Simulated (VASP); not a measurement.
The system is CaSe.

```
CELL_PARAMETERS angstrom
0.00000 3.05507 2.93828
3.05507 0.00000 2.93828
3.05507 3.05507 0.00000
ATOMIC_POSITIONS crystal
Ca 0.00000 0.00000 0.00000
Se 0.50000 0.50000 0.50000
```

This cell differs from its parent crystal: epitaxial xy strain +3.0%.

Base run:

| Item | Value |
| --- | --- |
| Program | VASP 6.6.1 |
| Functional | PBE |
| Potentials or basis | VASP PAW PBE potentials, release 64 (Ca_sv, Se) |
| Cutoff | 520 eV |
| k mesh | 8 × 8 × 8 |
| Occupations | fermi-dirac, width 0.02 eV |
| Spin | no spin polarisation |

Its results: band gap on the k mesh 2.14 eV (least direct gap 2.95 eV); pressure -1.3 GPa.

The run is repeated on the same cell with these changes: functional from PBE to r2SCAN; occupations from fermi-dirac, width 0.02 eV to gaussian, width 0.01 eV. What comes out?

Band gap on the k mesh 2.60 eV (least direct gap 3.43 eV); pressure -1.9 GPa.

Caveats: the PAW data sets were made with another functional, which shifts forces and pressure a little (at least some runs).

A k mesh can miss the band edges.
